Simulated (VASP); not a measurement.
A run of VASP 6.6.1 is set up as follows.

The input INCAR:

```
SYSTEM = Ca
PREC = Accurate
ENCUT = 520
EDIFF = 1E-6
ISMEAR = -1
SIGMA = 0.05
LREAL = .FALSE.
LASPH = .TRUE.
NELM = 60
ALGO = Normal
ISIF = 2
LWAVE = .FALSE.
LCHARG = .TRUE.
GGA = PE
LELF = .TRUE.
LVHAR = .TRUE.
NBANDS = 11
```

File KPOINTS:

```
regular mesh
0
G
  8 8 8
  0 0 0
```

POSCAR

```
Ca
1.0
    0.0000000000      2.2258781991      2.2258781991
    2.2258781991      0.0000000000      2.2258781991
    2.2258781991      2.2258781991      0.0000000000
Ca
1
Direct
    0.0000000000      0.0000000000      0.0000000000
```

Potentials or basis: VASP PAW PBE potentials, release 64 (Ca_sv).

Run with:

```sh
$ cat potpaw_PBE.64/Ca_sv/POTCAR > POTCAR
$ mpirun -np 1 vasp_std > vasp.out
```

Q: Estimate the pressure.

A: 30.1 GPa.

Q: Predict the band gap on the k mesh.

A: Zero (bands 5 and 6 overlap by 0.16 eV).

Caveat: the cell stands under pressure.
